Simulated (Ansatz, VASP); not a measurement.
Given: the input of a run of Ansatz 0.2.0 on SiC.

File input.yaml:

```yaml
crystal:
  lattice:
    - [3.0132068704, 0.0, 0.0]
    - [-1.5066034352, 2.6095136966, 0.0]
    - [0.0, 0.0, 4.9449506768]
  atoms:
    - { symbol: Si, position: [0.6666666667, 0.3333333333, 0.5] }
    - { symbol: Si, position: [0.3333333333, 0.6666666667, 0.0] }
    - { symbol: C, position: [0.6666666667, 0.3333333333, 0.885] }
    - { symbol: C, position: [0.3333333333, 0.6666666667, 0.385] }
hamiltonian:
  xc: { exchange: b88, correlation: pbe }
  pseudopotentials: { kind: paw }
kpoints:
  mp_grid: { grid: [10, 10, 5] }
scf:
  occupations: { method: fermi_dirac, width: 0.05 }
output:
  forces: true
  stress: true
  eigenvalues: true
```

Potentials or basis: Ansatz PAW.

The run is started by

```bash
$ ansatz run input.yaml --threads 2 --pin off --max-ram 5120MiB --backend cpu --events-out ev --progress --plain --runs-dir out
```

**Question.** Translate it to VASP 6.6.1. Potentials there: VASP PAW PBE potentials, release 64 (Si, C).

**Answer.** As run (the cutoff follows the program's own potentials):

The input INCAR:

```
SYSTEM = SiC
ALGO = Normal ; EDIFF = 1E-6
ENCUT = 600 ; GGA = LIBXC
GGA_COMPAT = .False. ; ISIF = 2
ISMEAR = -1 ; LASPH = .True.
LCHARG = .False. ; LIBXC1 = GGA_X_B88
LIBXC2 = GGA_C_PBE ; LREAL = .False.
LWAVE = .False. ; NBANDS = 16
NELM = 120 ; PREC = Accurate
SIGMA = 0.05
```

KPOINTS

```
k-points
0
Gamma
  10 10 5
  0 0 0
```

File POSCAR:

```
SiC
1.0
    3.0132068704      0.0000000000      0.0000000000
   -1.5066034352      2.6095136966      0.0000000000
    0.0000000000      0.0000000000      4.9449506768
Si C
2 2
Direct
    0.6666666667      0.3333333333      0.5000000000
    0.3333333333      0.6666666667      0.0000000000
    0.6666666667      0.3333333333      0.8850000000
    0.3333333333      0.6666666667      0.3850000000
```

Potentials or basis: VASP PAW PBE potentials, release 64 (Si, C).

Launch:

```sh
$ cat potpaw_PBE.64/Si/POTCAR potpaw_PBE.64/C/POTCAR > POTCAR
$ mpirun -np 1 vasp_std > vasp.out
```

Both were run:

|  | VASP | Ansatz | Ansatz less VASP |
| --- | --- | --- | --- |
| gap on the k mesh at the Fermi level (eV) | 2.38 | 2.39 | +0.006 |
| least direct gap on the mesh (eV) | 4.21 | 4.22 | +0.010 |
| pressure (GPa) | 19.4 | 19.7 | +0.26 |
| traceless stress, the component that is largest in VASP (GPa) | -5.05 | -5.08 | -0.029 |
| rms of the force components (eV/Å) | 0.494 | 0.494 | +0.0002 |

VASP's potentials were made for PBE, not for b88 exchange, pbe correlation. Atom by atom the forces differ by 0.000 eV/Å (rms over components).

Noted on Ansatz's run: odd divisions of the mesh miss points on the zone boundary, where band edges often lie, so the gap on the mesh can be too wide.
